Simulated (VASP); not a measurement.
The system is Mg.

```
Mg
1.0
     3.20927    0.00000    0.00000
    -1.60464    2.77931    0.00000
     0.00000    0.00000    5.21033
Mg
2
Cartesian
  0.0000 1.8529 1.3026
  1.6046 0.9264 3.9077
```

| Quantity | Value |
| --- | --- |
| Program | VASP 6.6.1 |
| Task | relaxation of cell and atoms |
| Functional | LDA |
| Potentials or basis | VASP PAW LDA potentials, release 64 (Mg) |
| Cutoff | 600 eV |
| k mesh | 18 × 18 × 10 |
| Occupations | fermi-dirac, width 0.05 eV |
| Spin | no spin polarisation |

At the start: pressure -2.8 GPa; volume 23.24 Å³/atom.

Problem. Where does the relaxation end?

Solution. Over 7 steps the energy falls by 16.9 meV/atom and the volume is 21.44 Å³/atom (-7.7 %); space group P6_3/mmc (No. 194, to 0.1 Å) before and after.

Step by step:
```tsv
step	energy change (eV)	largest force (eV/Å)	pressure (GPa)	volume (Å³)
1	0.0000	0.0000	-2.80	46.47
2	-0.0312	0.0000	-0.84	43.80
3	-0.0337	0.0000	-0.03	42.90
4	-0.0337	0.0000	0.04	42.83
5	-0.0337	0.0000	0.01	42.86
6	-0.0337	0.0000	-0.03	42.90
7	-0.0337	0.0000	-0.01	42.88
```

Final structure:
```
Mg
1.0
     3.12812    0.00000    0.00000
    -1.56406    2.70903    0.00000
     0.00000    0.00000    5.06007
Mg
2
Direct
  0.33333 0.66667 0.25000
  0.66667 0.33333 0.75000
```
